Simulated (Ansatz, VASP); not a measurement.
Two plane-wave programs on ZnCd5O6

```
CELL_PARAMETERS angstrom
3.30338 0.00000 0.00000
0.00000 4.72384 0.00000
0.00000 0.00000 10.00084
ATOMIC_POSITIONS crystal
Zn 0.00000 0.00000 0.50000
Cd 0.00000 0.00000 0.82720
Cd 0.50000 0.50000 0.00000
Cd 0.00000 0.00000 0.17280
Cd 0.50000 0.50000 0.33904
Cd 0.50000 0.50000 0.66096
O 0.00000 0.50000 0.83134
O 0.50000 0.00000 0.00000
O 0.00000 0.50000 0.16866
O 0.50000 0.00000 0.35215
O 0.00000 0.50000 0.50000
O 0.50000 0.00000 0.64785
```

Alike in both runs: task single point; functional PBE; k mesh 6 × 6 × 2; occupations gaussian, width 0.2 eV; no spin polarisation.

|  | VASP | Ansatz |
| --- | --- | --- |
| version | VASP 6.6.1 | Ansatz 0.2.0 |
| potentials or method | VASP PAW PBE potentials, release 64 (Zn, Cd, O), cutoff 520 eV | scalar-relativistic, plane waves, PAW |
| valence electrons in the cell | 108 | 148 |

|  | VASP | Ansatz | Ansatz less VASP |
| --- | --- | --- | --- |
| gap on the k mesh at the Fermi level (eV) | none | none | - |
| pressure (GPa) | 1.2 | 0.0 | -1.21 |
| rms of the force components (eV/Å) | 0.009 | 0.003 | -0.0069 |

Atom by atom the forces differ by 0.008 eV/Å (rms over components). A gap of «none» marks a metal or a gap that the smearing closes. With one functional, cell and mesh, what is left measures potentials, basis and numerics. VASP's potentials hold 108 valence electrons a cell and Ansatz's 148, so a difference there can come from the potentials and not from the codes.
